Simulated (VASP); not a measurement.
Runs of VASP 6.6.1 on SrO. The structure is that of space group Fm-3m (No. 225), or close to it. The cells are those of the table. 

```csv
level,cell,smearing,gap on the mesh (eV),pressure (GPa)
r2SCAN,"a = 3.552 Å, angles 61.8°, 2 atoms",gaussian 0.01 eV,3.66,(b)
r2SCAN,"a = 3.503 Å, angles 60.0°, 2 atoms",gaussian 0.01 eV,3.64,16.0
PBE,"a = 3.758 Å, angles 60.0°, 2 atoms",fermi-dirac 0.02 eV,3.30,-4.6
PBE,"a = 3.649 Å, angles 60.0°, 2 atoms",fermi-dirac 0.02 eV,3.27,2.4
r2SCAN,"a = 3.758 Å, angles 60.0°, 2 atoms",gaussian 0.01 eV,3.77,-6.5
PBE,"a = 3.649, b = 3.649, c = 3.658 Å, angles 59.9, 59.9, 59.8°, 2 atoms",fermi-dirac 0.02 eV,3.26,2.4
r2SCAN,"a = 3.649, b = 3.649, c = 3.658 Å, angles 59.9, 59.9, 59.8°, 2 atoms",gaussian 0.01 eV,3.74,0.5
PBE,"a = 3.503 Å, angles 60.0°, 2 atoms",fermi-dirac 0.02 eV,(a),17.6
```

Alike in all rows: task single point; potentials or basis VASP PAW PBE potentials, release 64 (Sr_sv, O); no spin polarisation; k mesh 8 × 8 × 8; cutoff (eV) 520.

**Question.** Estimate the missing entries.

**Answer.** (a) 3.16; (b) 4.7.

Caveats: the PAW data sets were made with another functional, which shifts forces and pressure a little (some runs).

A k mesh can miss the band edges, and the runs leave out spin-orbit coupling on Sr.
